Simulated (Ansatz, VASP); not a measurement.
**ZnO: VASP beside Ansatz**

```xyz
4
Lattice="3.2795 0.0000 0.0000 -1.6397 2.8401 0.0000 0.0000 0.0000 5.2937" Properties=species:S:1:pos:R:3 pbc="T T T"
Zn    0.0000    1.8934    0.0080
Zn    1.6397    0.9467    2.6549
O     0.0000    1.8934    2.0147
O     1.6397    0.9467    4.6616
```

Alike in both runs: task electric field gradients; functional PBE; k mesh 12 × 12 × 6; no spin polarisation.

```csv
,VASP,Ansatz
version,VASP 6.6.1,Ansatz 0.2.0
potentials or method,"VASP PAW PBE potentials, release 64 (Zn, O), cutoff 520 eV","scalar-relativistic, plane waves, PAW"
occupations,"gaussian, width 0.01 eV",fixed
valence electrons in the cell,36,36
```

```tsv
	VASP	Ansatz	Ansatz less VASP
gap on the k mesh at the Fermi level (eV)	0.73	0.74	+0.016
least direct gap on the mesh (eV)	0.73	0.74	+0.016
pressure (GPa)	0.9	0.0	-0.89
size of Vzz on the site where it differs most (V/Å²)	4.2	4.1	-0.12
```
